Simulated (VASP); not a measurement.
# La36HO54 (a cell with a defect) in VASP: single point with PBE

Aim: the single point of La36HO54 (a cell with a defect) with PBE.

All numbers are computed with VASP 6.6.1; they aren't measurements. Logs are shortened: lines on timing, memory, paths and dates and some standing lists are left out, and cuts for length are marked.

## Step 1: The cell of the first run

The cell holds a defect, 91 atoms: a = 11.822 Å, b = 11.822 Å, c = 12.376 Å, α = 90.00°, β = 90.00°, γ = 120.00°.

## Step 2: Single point, PBE

Input file INCAR:

```
SYSTEM = La36HO54
  PREC = Accurate
  ENCUT = 520
  EDIFF = 1E-6
  ISMEAR = -1
  SIGMA = 0.01
  LREAL = Auto
  LASPH = .TRUE.
  NELM = 60
  ALGO = Normal
  ISIF = 2
  LWAVE = .FALSE.
  LCHARG = .FALSE.
  GGA = PE
  NELECT = 722.0
  NBANDS = 412
```

Input file KPOINTS:

```
regular mesh
0
G
  1 1 1
  0 0 0
```

Input file POSCAR:

```
La36HO54
1.0
   11.8217180592     -0.0000000912      0.0000000000
   -5.9108589506     10.2379082013      0.0000000000
    0.0000000000      0.0000000000     12.3757188400
La O H
36 54 1
Direct
    0.2224598885      0.1109151386      0.3769899982
    0.1112592481      0.2221345740      0.1231646203
    0.2220196281      0.1111651720      0.8752928750
    0.1115777686      0.2217051715      0.6249576898
    0.2187177515      0.4423948140      0.3771538647
    0.1111683264      0.5552604321      0.1232652569
    0.2234434698      0.4448343768      0.8780009161
    0.1116611873      0.5560401065      0.6248686393
    0.2225078144      0.7778568368      0.3769668363
    0.1148835018      0.8905571667      0.1230887203
    0.2219564174      0.7768645574      0.8753060342
    0.1101599364      0.8881320740      0.6221824142
    0.5555293538      0.1108280820      0.3769580367
    0.4427776407      0.2184407715      0.1230311543
    0.5563027406      0.1111553267      0.8753473913
    0.4451916882      0.2231116434      0.6222748959
    0.5592434578      0.4515793055      0.3717168971
    0.4518706763      0.5589584393      0.1284562184
    0.5549458371      0.4425630132      0.8765230475
    0.4429379808      0.5546374625      0.6237498564
    0.5594166390      0.7738430910      0.3715649599
    0.4427625494      0.8905075814      0.1230344404
    0.5548320748      0.7784811629      0.8765466265
    0.4451016515      0.8881517209      0.6222062812
    0.8909394061      0.1145974210      0.3771318999
    0.7781083880      0.2221795242      0.1232572057
    0.8884197382      0.1098824777      0.8780192235
    0.7771901532      0.2216762239      0.6249099898
    0.8908549373      0.4424433208      0.3772016260
    0.7741598454      0.5589751312      0.1286008766
    0.8885686925      0.4447986097      0.8779569736
    0.7788372652      0.5545355926      0.6237006475
    0.8816256751      0.7738910339      0.3717150641
    0.7743272845      0.8813012085      0.1285033071
    0.8907451628      0.7784228955      0.8764958775
    0.7787324552      0.8904891043      0.6237407165
    0.2222062755      0.1111490841      0.1782833515
    0.1114754823      0.2218478509      0.3218180492
    0.0031142839      0.0000122364     -0.0030010265
    0.2226054702      0.1107235547      0.6768242006
    0.1110534842      0.2222098511      0.8234921439
    0.0006147423      0.0029308470      0.5032316937
    0.2228834227      0.4445419494      0.1742900649
    0.1114993653      0.5558286782      0.3221111121
    0.0000268730      0.3333016789     -0.0001963534
    0.2225175364      0.4443115896      0.6793018028
    0.1111203516      0.5549588436      0.8232493826
    0.0002022020      0.3330347424      0.5002827707
    0.2221381003      0.7771980397      0.1783062509
    0.1106486542      0.8884520629      0.3259454461
    0.0030939391      0.6688670767     -0.0031466822
    0.2225259419      0.7779845425      0.6767877213
    0.1111593356      0.8886402608      0.8208863636
    0.0005659228      0.6641478609      0.5032808483
    0.5561271945      0.1111577231      0.1781710299
    0.4449041824      0.2226199498      0.3258648638
    0.3334117523     -0.0002482698     -0.0000497014
    0.5552313421      0.1106909415      0.6769612403
    0.4446225525      0.2221182596      0.8210303479
    0.3336301478     -0.0002411729      0.5002034728
    0.5503358253      0.4336149713      0.1753091175
    0.4338698048      0.5500267556      0.3248900576
    0.3330669789      0.3302510738     -0.0028851252
    0.5560518158      0.4449359823      0.6767326120
    0.4453170715      0.5557342449      0.8235182217
    0.3305034468      0.3327146859      0.5031283623
    0.5504368122      0.7828830685      0.1749622421
    0.4449760357      0.8883927945      0.3257486979
    0.3328493400      0.6688753587     -0.0030365449
    0.5560400722      0.7773299978      0.6769481341
    0.4445382336      0.8885974747      0.8209942020
    0.3307472261      0.6640849802      0.5033667757
    0.8887721333      0.1103574100      0.1741653818
    0.7775219967      0.2218048787      0.3219531057
    0.6642711320      0.0002946523     -0.0032046225
    0.8889947245      0.1108742721      0.6793710653
    0.7782625819      0.2222370600      0.8233435355
    0.6693100683      0.0027481853      0.5034214583
    0.8887438695      0.4445997931      0.1745116489
    0.7831090430      0.5499603544      0.3252297236
    0.6644399463      0.3305169683     -0.0030072731
    0.8890740866      0.4443296322      0.6791583040
    0.7776298992      0.5556903866      0.8232888264
    0.6692476055      0.3324859435      0.5033791887
    0.8996857077      0.7828366425      0.1753019672
    0.7832968805      0.8994176707      0.3249413556
    0.6669645979      0.6663352146      0.0037793412
    0.8883403019      0.7773093004      0.6767266554
    0.7775827682      0.8880154877      0.8234964750
    0.6666031386      0.6666099222      0.4965020017
    0.6668337830      0.6665467547      0.2502340223
```

Potentials or basis: VASP PAW PBE potentials, release 64 (La, O, H).

The run is started by

```bash
cat potpaw_PBE.64/La/POTCAR potpaw_PBE.64/O/POTCAR potpaw_PBE.64/H/POTCAR > POTCAR
mpirun -np 1 vasp_gam > vasp.out
```

OUTCAR:

```text
SYSTEM = La36HO54
   PREC = Accurate
   ENCUT = 520
   EDIFF = 1E-6
   ISMEAR = -1
   LREAL = Auto
   LASPH = .TRUE.
   NELM = 60
   ISIF = 2
   GGA = PE
   NELECT = 722.0

 ion  position               nearest neighbor table
   1  0.222  0.111  0.377-  50 2.36  56 2.36  38 2.37  37 2.46  60 2.74  66 2.76  42 2.76
   2  0.111  0.222  0.123-  43 2.36  73 2.36  37 2.37  38 2.46  45 2.74  63 2.76  39 2.76
   3  0.222  0.111  0.875-  41 2.36  53 2.38  59 2.38  40 2.46  39 2.70  63 2.70  57 2.75
   4  0.112  0.222  0.625-  40 2.36  46 2.38  76 2.38  41 2.46  42 2.70  66 2.70  48 2.75
   5  0.219  0.442  0.377-  62 2.30  44 2.36  38 2.36  43 2.51  48 2.71  66 2.75  72 2.76
   6  0.111  0.555  0.123-  43 2.36  79 2.36  49 2.37  44 2.46  45 2.74  69 2.76  51 2.76
[... 8 lines left out ...]
  15  0.556  0.111  0.875-  77 2.36  71 2.38  59 2.38  58 2.46  75 2.70  81 2.70  57 2.75
  16  0.445  0.223  0.622-  64 2.37  58 2.38  40 2.38  59 2.46  84 2.73  66 2.73  60 2.74
  17  0.559  0.452  0.372-  80 2.37  62 2.37  56 2.41  61 2.44  90 2.69
[... 58 lines left out ...]
  76  0.889  0.111  0.679-  36 2.36   4 2.38  28 2.38  27 2.46
  77  0.778  0.222  0.823-  15 2.36  27 2.38  31 2.38  28 2.46
  78  0.669  0.003  0.503-  28 2.70  36 2.71  24 2.73  25 2.76  13 2.76
  79  0.889  0.445  0.175-  26 2.36   6 2.36  30 2.41  29 2.51
  80  0.783  0.550  0.325-  29 2.30  17 2.37  33 2.37  30 2.44
  81  0.664  0.331  0.997-  15 2.70  19 2.71  31 2.73  14 2.75  26 2.76
  82  0.889  0.444  0.679-  32 2.36   8 2.38  28 2.38  31 2.46
  83  0.778  0.556  0.823-  31 2.37  19 2.37  35 2.37  32 2.47
  84  0.669  0.332  0.503-  28 2.70  32 2.72  16 2.73  29 2.75  13 2.76
  85  0.900  0.783  0.175-  10 2.30  34 2.37  30 2.37  33 2.44
  86  0.783  0.899  0.325-  25 2.30  21 2.37  33 2.37  34 2.44
  87  0.667  0.666  0.004-  30 2.69  34 2.69  18 2.69  19 2.78  35 2.78  23 2.78
  88  0.888  0.777  0.677-  12 2.37  36 2.37  32 2.37  35 2.47
  89  0.778  0.888  0.823-  27 2.37  35 2.37  23 2.37  36 2.47
  90  0.667  0.667  0.497-  21 2.69  33 2.69  17 2.69  20 2.78  36 2.78  32 2.78
  91  0.667  0.667  0.250-

  LATTYP: Found a hexagonal cell.
 ALAT       =    11.8217180592
 C/A-ratio  =     1.0468629668

  Lattice vectors:

 A1 = (  11.8217180592,  -0.0000000912,   0.0000000000)
 A2 = (  -5.9108589506,  10.2379082013,   0.0000000000)
 A3 = (   0.0000000000,   0.0000000000,  12.3757188400)

Analysis of symmetry for initial positions (statically):
=====================================================================
 Subroutine PRICEL returns:
 Original cell was already a primitive cell.

 Routine SETGRP: Setting up the symmetry group for a
 hexagonal supercell.

 Subroutine GETGRP returns: Found  1 space group operations
 (whereof  1 operations were pure point group operations)
 out of a pool of 24 trial point group operations.

The static configuration has the point symmetry C_1 .

Analysis of symmetry for dynamics (positions and initial velocities):
=====================================================================
 Subroutine PRICEL returns:
 Original cell was already a primitive cell.

 Routine SETGRP: Setting up the symmetry group for a
 hexagonal supercell.

 Subroutine GETGRP returns: Found  1 space group operations
 (whereof  1 operations were pure point group operations)
 out of a pool of 24 trial point group operations.

The dynamic configuration has the point symmetry C_1 .

 Subroutine INISYM returns: Found  1 space group operations
 (whereof  1 operations are pure point group operations),
 and found     1 'primitive' translations

----------------------------------------------------------------------------------------

[... 229 lines left out ...]
   number of dos      NEDOS =    301   number of ions     NIONS =     91
   total plane-waves  NPLWV = 777600
   dimension x,y,z NGX =    90 NGY =   90 NGZ =   96
   dimension x,y,z NGXF=   180 NGYF=  180 NGZF=  192
   ions per type =              36  54   1
   NGX,Y,Z   is equivalent  to a cutoff of  12.66, 12.66, 12.90 a.u.
   NGXF,Y,Z  is equivalent  to a cutoff of  25.31, 25.31, 25.79 a.u.
 SYSTEM =  La36HO54
   PREC   = accura    normal or accurate (medium, high low for compatibility)
   ISTART =      0    job   : 0-new  1-cont  2-samecut
   ICHARG =      2    charge: 1-file 2-atom 10-const
   ISPIN  =      1    spin polarized calculation?
   LNONCOLLINEAR =      F non collinear calculations
   LSORBIT =      F    spin-orbit coupling
   LASPH  =      T    aspherical Exc in radial PAW
   ENCUT  =  520.0 eV  38.22 Ry    6.18 a.u.  21.98 21.98 23.01*2*pi/ulx,y,z
   NELM   =     60;   NELMIN=  2; NELMDL= -5     # of ELM steps
   EDIFF  = 0.1E-05   stopping-criterion for ELM
   LREAL  =      T    real-space projection
   EDIFFG = 0.1E-04   stopping-criterion for IOM
   NSW    =      0    number of steps for IOM
   IBRION =     -1    ionic relax: 0-MD 1-quasi-New 2-CG
   NFREE  =      0    steps in history (QN), initial steepest desc. (CG)
   ISIF   =      2    stress and relaxation
   ISYM   =      2    0-nonsym 1-usesym 2-fastsym
   POTIM  = 0.5000    time-step for ionic-motion
   TEBEG  =    0.0;   TEEND  =   0.0 temperature during run
   PSTRESS=    0.0 pullay stress
   NELECT =     722.0000    total number of electrons
   NUPDOWN=      -1.0000    fix difference up-down
   EMIN   =  10.00;   EMAX   =-10.00  energy-range for DOS
   EFERMI =   0.00;   METHOD = LEGACY
   ISMEAR =    -1;   SIGMA  =   0.01  broadening in eV -4-tet -1-fermi 0-gaus
   EFERMI_NEDOS =   21; number of points for ismear=-14 and -15
   IALGO  =     38    algorithm
   IMIX   =      4    mixing-type and parameters
     AMIX     =   0.40;   BMIX     =  1.00
     AMIX_MAG =   1.60;   BMIX_MAG =  1.00
  volume/ion in A,a.u.               =      16.46       111.08
  Fermi-wavevector in a.u.,A,eV,Ry     =   1.283610  2.425671 22.417708  1.647655
  Thomas-Fermi vector in A             =   2.415853
   LORBIT       =      0    0 simple, 1 ext, 2 COOP (PROOUT), +10 PAW based schemes
   GGA     = PE    functional components
   LHFCALC =     F    Hartree Fock is set to
   AEXX    =    0.0000 exact exchange contribution
   IVDW    =     0    specifies the selected vdW correction
   LEPSILON=     F    determine dielectric tensor
   LRPA    =     F    only Hartree local field effects (RPA)
 non-spin polarized calculation
  energy-cutoff  :      520.00
  volume of cell :     1497.83
 maximum number of plane-waves:     20145
 NGX is ok and might be reduce to    90
   NGX = 43   NGY = 43   NGZ = 47

 number of electron     721.9999810 magnetization

 Free energy of the ion-electron system (eV)
  ---------------------------------------------------
  ext. energy  EPLUGINS =         0.00000000
  ---------------------------------------------------
  free energy    TOTEN  =      -747.44395292 eV

  energy without entropy =     -747.44395292  energy(sigma->0) =     -747.44395292

 E-fermi :   6.7966     XC(G=0): -10.4124

 val. band max:        6.5115493820   @ k =   0.0000   0.0000   0.0000
 cond. band min:       9.7153998500   @ k =   0.0000   0.0000   0.0000
 fundamental gap:      3.2038504680
 Fermi energy:         6.7966181688

 k-point     1 :       0.0000    0.0000    0.0000
  band No.  band energies     occupation
      1     -24.0663      2.00000
      2     -23.9842      2.00000
      3     -23.9421      2.00000
      4     -23.9378      2.00000
      5     -23.9372      2.00000
      6     -23.9351      2.00000
[... 365 lines left out ...]
    372      10.1110      0.00000
    373      10.1871      0.00000
 [bands above 373 left out]

------------------------ aborting loop because EDIFF is reached ----------------------------------------

  FORCE on cell =-STRESS in cart. coord.  units (eV):
  Direction    XX          YY          ZZ          XY          YZ          ZX
  --------------------------------------------------------------------------------------
  -------------------------------------------------------------------------------------
  Total        9.7942010      9.7931844      9.3323531     -0.0097316      0.0038581      0.0106802
  in kB       10.4765269     10.4754395      9.9825038     -0.0104096      0.0041269      0.0114243
  external PRESSURE =      10.3114901 kB  Pullay stress =       0.0000000 kB

 VOLUME and BASIS-vectors are now :
 -----------------------------------------------------------------------------
  energy-cutoff  :      520.00
  volume of cell :     1497.83
      direct lattice vectors                 reciprocal lattice vectors
    11.821718059 -0.000000091  0.000000000     0.084590074  0.048838101  0.000000000
    -5.910858951 10.237908201  0.000000000     0.000000001  0.097676203  0.000000000
     0.000000000  0.000000000 12.375718840     0.000000000  0.000000000  0.080803387

 POSITION                                       TOTAL-FORCE (eV/Angst)
 -----------------------------------------------------------------------------------
      1.97425      1.13554      4.66552         0.003385     -0.001999     -0.008065
      0.00227      2.27419      1.52425        -0.002967      0.000453      0.009993
      1.96757      1.13810     10.83238        -0.004241      0.003117     -0.013160
      0.00857      2.26980      7.73430         0.002075     -0.002645      0.012968
     -0.02931      4.52920      4.66755         0.009973      0.006638     -0.019199
     -1.96787      5.68471      1.52550         0.000180     -0.004357      0.009084
[... 83 lines left out ...]
      3.94016      6.82469      6.14457         0.001343     -0.000968     -0.003939
      3.94326      6.82404      3.09683         0.000109     -0.000887      0.000023
 -----------------------------------------------------------------------------------
    total drift:                                0.001322      0.000169      0.015557

  FREE ENERGIE OF THE ION-ELECTRON SYSTEM (eV)
  ---------------------------------------------------
  free  energy   TOTEN  =      -747.4439529245 eV

  energy  without entropy=     -747.4439529245  energy(sigma->0) =     -747.44395292
```

It took 47 min on 1 thread of AMD EPYC 7R43 (Zen 3), shared host; peak memory 1.4 GiB.

What came out:

- Free energy: -747.4440 eV
- Largest force: 0.025 eV/Å

Forces in eV/Å, atoms in the order of the input:
```
La   0.003 -0.002 -0.008
La  -0.003  0.000  0.010
La  -0.004  0.003 -0.013
La   0.002 -0.003  0.013
La   0.010  0.007 -0.019
La   0.000 -0.004  0.009
La   0.000 -0.002 -0.011
La  -0.001  0.003  0.013
La   0.001  0.002 -0.006
La  -0.011 -0.006  0.019
La   0.002 -0.002 -0.014
La  -0.001  0.000  0.011
La  -0.001 -0.001 -0.009
La   0.000  0.012  0.021
La   0.005  0.003 -0.015
La  -0.001 -0.001  0.009
La   0.000  0.007 -0.016
La   0.006  0.004  0.018
La   0.000 -0.002 -0.021
La  -0.001 -0.002  0.018
La   0.006 -0.002 -0.015
La   0.010 -0.006  0.019
La  -0.003  0.004 -0.019
La   0.001  0.001  0.012
La  -0.002 -0.012 -0.020
La   0.004  0.002  0.008
La   0.001  0.000 -0.012
La  -0.002 -0.003  0.012
La  -0.011  0.005 -0.019
La  -0.006  0.004  0.018
La  -0.001  0.000 -0.011
La   0.002 -0.002  0.017
La  -0.005 -0.003 -0.016
La  -0.001 -0.006  0.017
La   0.003  0.001 -0.020
La   0.000  0.002  0.018
O    0.002 -0.003  0.002
O   -0.004  0.002 -0.001
O   -0.002 -0.001  0.001
O   -0.001  0.001 -0.007
O    0.001  0.000  0.008
O   -0.004 -0.004  0.003
O    0.000  0.000 -0.006
O    0.000 -0.003 -0.005
O    0.002 -0.001  0.000
O    0.002  0.000 -0.008
O   -0.003  0.002  0.007
O    0.000  0.001 -0.005
O    0.001  0.004  0.000
O    0.003  0.001  0.005
O   -0.006  0.002 -0.001
O    0.001  0.000 -0.005
O    0.000 -0.003  0.006
O   -0.004 -0.002  0.002
O   -0.003 -0.002  0.002
O   -0.001 -0.003  0.006
O   -0.001  0.000  0.003
O    0.001 -0.001 -0.008
O    0.000  0.002  0.006
O   -0.003  0.002  0.004
O    0.000 -0.004  0.000
O   -0.004  0.001 -0.002
O    0.003  0.001 -0.001
O   -0.001  0.002 -0.006
O    0.001  0.000  0.008
O    0.002  0.005  0.002
O   -0.006  0.003  0.005
O    0.000 -0.002  0.007
O    0.005  0.002 -0.003
O    0.003 -0.003 -0.008
O    0.003 -0.001  0.006
O    0.002 -0.001  0.002
O    0.001 -0.001 -0.005
O    0.004  0.002 -0.002
O    0.002 -0.003 -0.001
O    0.002 -0.002 -0.006
O   -0.001  0.000  0.009
O    0.001 -0.003  0.000
O    0.004 -0.002 -0.008
O    0.005  0.000 -0.004
O   -0.003  0.002  0.000
O   -0.001  0.000 -0.006
O   -0.004  0.003  0.009
O   -0.002  0.007  0.000
O    0.004  0.001  0.000
O   -0.002  0.004 -0.002
O   -0.001  0.001  0.002
O   -0.001 -0.002 -0.008
O    0.000  0.000  0.009
O    0.001 -0.001 -0.004
H    0.000 -0.001  0.000
```

Levels at points of the mesh, in eV from the Fermi level:
| k point | band 357 | band 358 | band 359 | band 360 | band 361 | band 362 | band 363 | band 364 | band 365 | band 366 |
| --- | --- | --- | --- | --- | --- | --- | --- | --- | --- | --- |
| (0.00, 0.00, 0.00) | -1.07 | -1.04 | -1.04 | -1.01 | -0.29 | 2.92 | 2.92 | 3.00 | 3.05 | 3.05 |

Caveat: the k points lie up to 0.61 Å⁻¹ apart; the cell carries a net charge on a neutralising background, which shifts energy and pressure; the cell is charged against a uniform background, so pressure and absolute levels hang on convention; spin-orbit coupling is left out, which moves the levels of the heavy elements.
